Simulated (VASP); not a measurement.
Input of a VASP 6.6.1 run:

File POSCAR:

```
SiC
1.0
    0.0000000000      2.1780496646      2.1780496646
    2.1780496646      0.0000000000      2.1780496646
    2.1780496646      2.1780496646      0.0000000000
Si C
1 1
Direct
    0.0000000000      0.0000000000      0.0000000000
    0.2500000000      0.2500000000      0.2500000000
```

INCAR.step1

```
  PREC = Accurate
  ENCUT = 660
  ISMEAR = 0
  SIGMA = 0.01
  LREAL = False
  LASPH = True
  NELM = 120
  NBANDS = 11
  GGA = PE
  ALGO = Normal
  EDIFF = 1E-5
  LWAVE = True
  LCHARG = False
  GGA_COMPAT = False
```

File INCAR.step2:

```
  PREC = Accurate
  ENCUT = 660
  EDIFF = 1E-6
  ISMEAR = 0
  SIGMA = 0.01
  LREAL = False
  LASPH = True
  NELM = 120
  ALGO = Normal
  ISIF = 2
  LWAVE = False
  LCHARG = False
  METAGGA = R2SCAN
  LMIXTAU = True
  NBANDS = 11
  ISTART = 1
  GGA_COMPAT = False
```

The input KPOINTS:

```
regular mesh
0
Gamma
  10 10 10
```

Potentials or basis: VASP PAW PBE potentials, release 64 (Si, C).

Command:

```console
$ cat potpaw_PBE.64/Si/POTCAR potpaw_PBE.64/C/POTCAR > POTCAR
$ cp INCAR.step1 INCAR
$ mpirun -np 1 vasp_std > vasp.out
$ cp INCAR.step2 INCAR
$ mpirun -np 1 vasp_std > vasp.out
```

(1) Estimate the pressure.

(2) Predict the band gap on the k mesh.

## Answers

(1) -0.4 GPa.

(2) 1.73 eV, indirect (least direct gap 5.06 eV).

Caveat: the PAW data sets were made with another functional, which shifts forces and pressure a little.

**Experimental background.**

“Insight into the structural, elastic and electronic properties of a new orthorhombic 6O-SiC polytype”, 2020, pmc:7200658 quotes, for a bulk crystal of SiC: band gap 2.4 eV (indirect).

Measured gap of SiC: 2.4 eV (indirect; quoted in “Insight into the structural, elastic and electronic properties of a new orthorhombic 6O-SiC polytype”, 2020, pmc:7200658). This calculation gives 1.73 eV (-0.67 eV). The value is that of r2SCAN on a finite k mesh, which can miss the band edges, without temperature or zero-point motion.
